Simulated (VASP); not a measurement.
# TiRh3 (Pm-3m) in VASP: single point with LDA

Aim: the single point of TiRh3 with LDA.

All numbers are computed with VASP 6.6.1; they aren't measurements. Logs are shortened: lines on timing, memory, paths and dates and some standing lists are left out, and cuts for length are marked.

## (1) The cell of the first run

The structure is cubic, space group Pm-3m (No. 221). Conventional cell: a = 3.872 Å, b = 3.872 Å, c = 3.872 Å, α = 90.00°, β = 90.00°, γ = 90.00°. Ti (site symmetry m-3m) has 12 Rh at 2.74 Å within 3.6 Å. Rh (site symmetry 4/mmm) has 4 Ti at 2.74 Å and 8 Rh at 2.74 Å within 3.6 Å.

## (2) Single point, LDA (14.52 Å³/atom)

INCAR

```
PREC = Accurate
ENCUT = 520
EDIFF = 1E-6
ISMEAR = -1
SIGMA = 0.03
LREAL = F
LASPH = T
NELM = 60
ALGO = Normal
ISIF = 2
LWAVE = F
LCHARG = F
GGA = CA
NBANDS = 36
```

KPOINTS

```
Automatic mesh
0
Gamma
  10 10 10
```

POSCAR

```
TiRh3
1.0
    3.8722952414      0.0000000000      0.0000000000
    0.0000000000      3.8722952414      0.0000000000
    0.0000000000      0.0000000000      3.8722952414
Ti Rh
1 3
Direct
    0.0000000000      0.0000000000      0.0000000000
    0.0000000000      0.5000000000      0.5000000000
    0.5000000000      0.0000000000      0.5000000000
    0.5000000000      0.5000000000      0.0000000000
```

Potentials or basis: VASP PAW LDA potentials, release 64 (Ti_sv, Rh_pv).

Started as:

```bash
$ cat potpaw_LDA.64/Ti_sv/POTCAR potpaw_LDA.64/Rh_pv/POTCAR > POTCAR
$ mpirun -np 1 vasp_std > vasp.out
```

OUTCAR:

```text
PREC = Accurate
   ENCUT = 520
   EDIFF = 1E-6
   ISMEAR = -1
   LREAL = F
   LASPH = T
   NELM = 60
   ISIF = 2
   GGA = CA

 ion  position               nearest neighbor table
   1  0.000  0.000  0.000-   2 2.74   3 2.74   4 2.74   2 2.74   3 2.74   2 2.74   4 2.74   2 2.74
                             3 2.74   4 2.74   3 2.74   4 2.74
   2  0.000  0.500  0.500-   1 2.74   3 2.74   4 2.74   1 2.74   4 2.74   1 2.74   3 2.74   1 2.74
                             3 2.74   4 2.74   4 2.74   3 2.74
   3  0.500  0.000  0.500-   1 2.74   2 2.74   4 2.74   1 2.74   4 2.74   2 2.74   4 2.74   4 2.74
                             1 2.74   2 2.74   1 2.74   2 2.74
   4  0.500  0.500  0.000-   1 2.74   2 2.74   3 2.74   2 2.74   3 2.74   1 2.74   3 2.74   3 2.74
                             1 2.74   2 2.74   2 2.74   1 2.74

  LATTYP: Found a simple cubic cell.
 ALAT       =     3.8722952414

  Lattice vectors:

 A1 = (   3.8722952414,   0.0000000000,   0.0000000000)
 A2 = (   0.0000000000,   3.8722952414,   0.0000000000)
 A3 = (   0.0000000000,   0.0000000000,   3.8722952414)

Analysis of symmetry for initial positions (statically):
=====================================================================
 Subroutine PRICEL returns:
 Original cell was already a primitive cell.

 Routine SETGRP: Setting up the symmetry group for a
 simple cubic supercell.

 Subroutine GETGRP returns: Found 48 space group operations
 (whereof 48 operations were pure point group operations)
 out of a pool of 48 trial point group operations.

The static configuration has the point symmetry O_h .

Analysis of symmetry for dynamics (positions and initial velocities):
=====================================================================
 Subroutine PRICEL returns:
 Original cell was already a primitive cell.

 Routine SETGRP: Setting up the symmetry group for a
 simple cubic supercell.

 Subroutine GETGRP returns: Found 48 space group operations
 (whereof 48 operations were pure point group operations)
 out of a pool of 48 trial point group operations.

The dynamic configuration has the point symmetry O_h .

 Subroutine INISYM returns: Found 48 space group operations
 (whereof 48 operations are pure point group operations),
 and found     1 'primitive' translations

----------------------------------------------------------------------------------------

                                     Primitive cell

  volume of cell :      58.0638

  direct lattice vectors                    reciprocal lattice vectors
     3.872295241  0.000000000  0.000000000     0.258244772  0.000000000  0.000000000
     0.000000000  3.872295241  0.000000000     0.000000000  0.258244772  0.000000000
     0.000000000  0.000000000  3.872295241     0.000000000  0.000000000  0.258244772

  length of vectors
     3.872295241  3.872295241  3.872295241     0.258244772  0.258244772  0.258244772

  position of ions in fractional coordinates (direct lattice)
     0.000000000  0.000000000  0.000000000
     0.000000000  0.500000000  0.500000000
     0.500000000  0.000000000  0.500000000
     0.500000000  0.500000000  0.000000000

  ion indices of the primitive-cell ions
   primitive index   ion index
                 1           1
                 2           2
                 3           3
                 4           4

----------------------------------------------------------------------------------------

 KPOINTS: Automatic mesh

Automatic generation of k-mesh.
 Grid dimensions read from file:
 generate k-points for:   10   10   10

 Generating k-lattice:

  Cartesian coordinates                     Fractional coordinates (reciprocal lattice)
     0.025824477  0.000000000  0.000000000     0.100000000  0.000000000  0.000000000
     0.000000000  0.025824477  0.000000000     0.000000000  0.100000000  0.000000000
     0.000000000  0.000000000  0.025824477     0.000000000  0.000000000  0.100000000

  Length of vectors
     0.025824477  0.025824477  0.025824477

  Shift w.r.t. Gamma in fractional coordinates (k-lattice)
     0.000000000  0.000000000  0.000000000

 Subroutine IBZKPT returns following result:
 ===========================================

 Found     56 irreducible k-points:

 Following reciprocal coordinates:
            Coordinates               Weight
  0.000000  0.000000  0.000000      1.000000
  0.100000  0.000000  0.000000      6.000000
  0.200000  0.000000  0.000000      6.000000
  0.300000  0.000000  0.000000      6.000000
  0.400000  0.000000  0.000000      6.000000
  0.500000  0.000000  0.000000      3.000000
[... 16 lines left out ...]
  0.200000  0.100000  0.100000     24.000000
  0.300000  0.100000  0.100000     24.000000
 [... further k-points ...]
   k-points           NKPTS =     56   k-points in BZ     NKDIM =     56   number of bands    NBANDS=     36
   number of dos      NEDOS =    301   number of ions     NIONS =      4
   total plane-waves  NPLWV =  27000
   dimension x,y,z NGX =    30 NGY =   30 NGZ =   30
   dimension x,y,z NGXF=    60 NGYF=   60 NGZF=   60
   ions per type =               1   3
   NGX,Y,Z   is equivalent  to a cutoff of  12.88, 12.88, 12.88 a.u.
   NGXF,Y,Z  is equivalent  to a cutoff of  25.76, 25.76, 25.76 a.u.
 SYSTEM =  unknown system
   PREC   = accura    normal or accurate (medium, high low for compatibility)
   ISTART =      0    job   : 0-new  1-cont  2-samecut
   ICHARG =      2    charge: 1-file 2-atom 10-const
   ISPIN  =      1    spin polarized calculation?
   LNONCOLLINEAR =      F non collinear calculations
   LSORBIT =      F    spin-orbit coupling
   LASPH  =      T    aspherical Exc in radial PAW
   ENCUT  =  520.0 eV  38.22 Ry    6.18 a.u.   7.20  7.20  7.20*2*pi/ulx,y,z
   NELM   =     60;   NELMIN=  2; NELMDL= -5     # of ELM steps
   EDIFF  = 0.1E-05   stopping-criterion for ELM
   LREAL  =      F    real-space projection
   EDIFFG = 0.1E-04   stopping-criterion for IOM
   NSW    =      0    number of steps for IOM
   IBRION =     -1    ionic relax: 0-MD 1-quasi-New 2-CG
   NFREE  =      0    steps in history (QN), initial steepest desc. (CG)
   ISIF   =      2    stress and relaxation
   ISYM   =      2    0-nonsym 1-usesym 2-fastsym
   POTIM  = 0.5000    time-step for ionic-motion
   TEBEG  =    0.0;   TEEND  =   0.0 temperature during run
   PSTRESS=    0.0 pullay stress
   NELECT =      57.0000    total number of electrons
   NUPDOWN=      -1.0000    fix difference up-down
   EMIN   =  10.00;   EMAX   =-10.00  energy-range for DOS
   EFERMI =   0.00;   METHOD = LEGACY
   ISMEAR =    -1;   SIGMA  =   0.03  broadening in eV -4-tet -1-fermi 0-gaus
   EFERMI_NEDOS =   21; number of points for ismear=-14 and -15
   IALGO  =     38    algorithm
   IMIX   =      4    mixing-type and parameters
     AMIX     =   0.40;   BMIX     =  1.00
     AMIX_MAG =   1.60;   BMIX_MAG =  1.00
  volume/ion in A,a.u.               =      14.52        97.96
  Fermi-wavevector in a.u.,A,eV,Ry     =   1.627039  3.074658 36.018107  2.647256
  Thomas-Fermi vector in A             =   2.719900
   LORBIT       =      0    0 simple, 1 ext, 2 COOP (PROOUT), +10 PAW based schemes
   GGA     = CA    functional components
   LHFCALC =     F    Hartree Fock is set to
   AEXX    =    0.0000 exact exchange contribution
   IVDW    =     0    specifies the selected vdW correction
   LEPSILON=     F    determine dielectric tensor
   LRPA    =     F    only Hartree local field effects (RPA)
 non-spin polarized calculation
  energy-cutoff  :      520.00
  volume of cell :       58.06
 maximum number of plane-waves:      1596
 NGX is ok and might be reduce to    30
   NGX = 15   NGY = 15   NGZ = 15

 number of electron      57.0000041 magnetization

 Free energy of the ion-electron system (eV)
  ---------------------------------------------------
  ext. energy  EPLUGINS =         0.00000000
  ---------------------------------------------------
  free energy    TOTEN  =       -36.96139985 eV

  energy without entropy =      -36.94903965  energy(sigma->0) =      -36.95521975

 E-fermi :  10.3653     XC(G=0): -13.6736

 val. band max:       10.3607498560   @ k =   0.4000   0.2000   0.0000
 cond. band min:      10.3744439569   @ k =   0.3000   0.1000   0.0000
 fundamental gap:      0.0136941009
 Fermi energy:        10.3652626754

 k-point     1 :       0.0000    0.0000    0.0000
  band No.  band energies     occupation
      1     -45.9534      2.00000
      2     -35.8178      2.00000
      3     -35.8178      2.00000
      4     -35.8178      2.00000
      5     -35.5655      2.00000
      6     -35.5655      2.00000
[... 28 lines left out ...]
     35      13.8806      0.00000
     36      13.8806      0.00000

 k-point     2 :       0.1000    0.0000    0.0000
  band No.  band energies     occupation
      1     -45.9535      2.00000
      2     -35.8119      2.00000
      3     -35.8119      2.00000
      4     -35.8081      2.00000
      5     -35.5672      2.00000
      6     -35.5672      2.00000
[... 28 lines left out ...]
     35      13.5174      0.00000
     36      14.7571      0.00000

 k-point     3 :       0.2000    0.0000    0.0000
  band No.  band energies     occupation
      1     -45.9537      2.00000
      2     -35.7952      2.00000
      3     -35.7952      2.00000
      4     -35.7797      2.00000
      5     -35.5728      2.00000
      6     -35.5728      2.00000
[... 28 lines left out ...]
     35      13.5080      0.00000
     36      15.9968      0.00000

 k-point     4 :       0.3000    0.0000    0.0000
  band No.  band energies     occupation
      1     -45.9539      2.00000
      2     -35.7716      2.00000
      3     -35.7716      2.00000
      4     -35.7354      2.00000
      5     -35.5827      2.00000
      6     -35.5827      2.00000
[... 28 lines left out ...]
     35      13.4972      0.00000
     36      17.3233      0.00000

 k-point     5 :       0.4000    0.0000    0.0000
  band No.  band energies     occupation
      1     -45.9541      2.00000
      2     -35.7483      2.00000
      3     -35.7483      2.00000
      4     -35.6802      2.00000
      5     -35.5949      2.00000
      6     -35.5949      2.00000
[... 655 lines left out ...]
 k-point    22 :       0.1000    0.1000    0.1000
  band No.  band energies     occupation
      1     -45.9536      2.00000
      2     -35.8203      2.00000
      3     -35.7857      2.00000
      4     -35.7857      2.00000
      5     -35.5780      2.00000
      6     -35.5780      2.00000
[... 28 lines left out ...]
     35      14.7312      0.00000
     36      14.7312      0.00000

 k-point    23 :       0.2000    0.1000    0.1000
  band No.  band energies     occupation
      1     -45.9537      2.00000
      2     -35.8149      2.00000
      3     -35.7701      2.00000
      4     -35.7510      2.00000
      5     -35.5938      2.00000
      6     -35.5815      2.00000
[... 28 lines left out ...]
     35      13.8845      0.00000
     36      15.7961      0.00000

 k-point    24 :       0.3000    0.1000    0.1000
  band No.  band energies     occupation
      1     -45.9538      2.00000
      2     -35.7969      2.00000
      3     -35.7469      2.00000
      4     -35.7117      2.00000
      5     -35.6132      2.00000
      6     -35.5890      2.00000
[... 28 lines left out ...]
     35      13.2408      0.00000
     36      16.9401      0.00000

 [... further k-points ...]

------------------------ aborting loop because EDIFF is reached ----------------------------------------

  FORCE on cell =-STRESS in cart. coord.  units (eV):
  Direction    XX          YY          ZZ          XY          YZ          ZX
  --------------------------------------------------------------------------------------
  -------------------------------------------------------------------------------------
  Total       -6.4278548     -6.4278548     -6.4278548      0.0000000      0.0000000      0.0000000
  in kB     -177.3663586   -177.3663586   -177.3663586      0.0000000      0.0000000      0.0000000
  external PRESSURE =    -177.3663586 kB  Pullay stress =       0.0000000 kB

 VOLUME and BASIS-vectors are now :
 -----------------------------------------------------------------------------
  energy-cutoff  :      520.00
  volume of cell :       58.06
      direct lattice vectors                 reciprocal lattice vectors
     3.872295241  0.000000000  0.000000000     0.258244772  0.000000000  0.000000000
     0.000000000  3.872295241  0.000000000     0.000000000  0.258244772  0.000000000
     0.000000000  0.000000000  3.872295241     0.000000000  0.000000000  0.258244772

 POSITION                                       TOTAL-FORCE (eV/Angst)
 -----------------------------------------------------------------------------------
      0.00000      0.00000      0.00000         0.000000      0.000000      0.000000
      0.00000      1.93615      1.93615         0.000000      0.000000      0.000000
      1.93615      0.00000      1.93615         0.000000      0.000000      0.000000
      1.93615      1.93615      0.00000         0.000000      0.000000      0.000000
 -----------------------------------------------------------------------------------
    total drift:                                0.000000      0.000000     -0.000000

  FREE ENERGIE OF THE ION-ELECTRON SYSTEM (eV)
  ---------------------------------------------------
  free  energy   TOTEN  =       -36.9613998547 eV

  energy  without entropy=      -36.9490396494  energy(sigma->0) =      -36.95521975
```

Wall time 2.3 min (1 thread of Intel Xeon 8259CL, shared host); peak memory 0.22 GiB.

What came out:

| Quantity | Value |
| --- | --- |
| Free energy | -36.9614 eV |
| Pressure | -17.7 GPa |
| Band gap on the k mesh | zero (an odd number of electrons rules out a gap without spin polarisation) |

Levels at points of the mesh, in eV from the Fermi level:
```
           k point  band 25  band 26  band 27  band 28  band 29  band 30  band 31  band 32  band 33  band 34
(0.00, 0.00, 0.00)    -0.17     0.79     1.23     1.23     1.23     2.53     2.53     3.16     3.16     3.16
(0.50, 0.00, 0.00)    -1.15    -1.03    -1.03    -0.84     0.11     1.03     1.03     1.23     1.65     1.91
(0.50, 0.50, 0.00)    -1.50    -1.40    -1.40    -1.04    -0.71    -0.68     1.40     1.40     1.52     3.19
(0.50, 0.50, 0.50)    -1.45     0.83     0.83     0.83     1.05     1.10     1.10     1.10     2.41     2.41
```

Caveat: the cell stands under tension.
